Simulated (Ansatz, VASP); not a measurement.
# GaS: VASP beside Ansatz

```
CELL_PARAMETERS angstrom
3.62974 0.00000 0.00000
-1.81487 3.14345 0.00000
0.00000 0.00000 17.78055
ATOMIC_POSITIONS crystal
Ga 0.33333 0.66667 0.31950
Ga 0.66667 0.33333 0.81950
Ga 0.66667 0.33333 0.68050
Ga 0.33333 0.66667 0.18050
S 0.33333 0.66667 0.88041
S 0.66667 0.33333 0.38041
S 0.66667 0.33333 0.11959
S 0.33333 0.66667 0.61959
```

Alike in both runs: task relaxation of cell and atoms; functional PBE; k mesh 12 × 12 × 2; occupations gaussian, width 0.02 eV; no spin polarisation.

|  | VASP | Ansatz |
| --- | --- | --- |
| version | VASP 6.6.1 | Ansatz 0.2.0 |
| potentials or method | VASP PAW PBE potentials, release 64 (Ga_d, S), cutoff 500 eV | scalar-relativistic, plane waves, PAW |
| valence electrons in the cell | 76 | 76 |

```csv
,VASP,Ansatz,Ansatz less VASP
"gap on the k mesh at the Fermi level, each at its own relaxed structure (eV)",2.05,2.03,-0.022
relaxed volume (Å³/atom),25.34,25.36,+0.020
relaxed length of the cell vector where the two differ most in proportion (Å),3.628,3.630,+0.0018
```
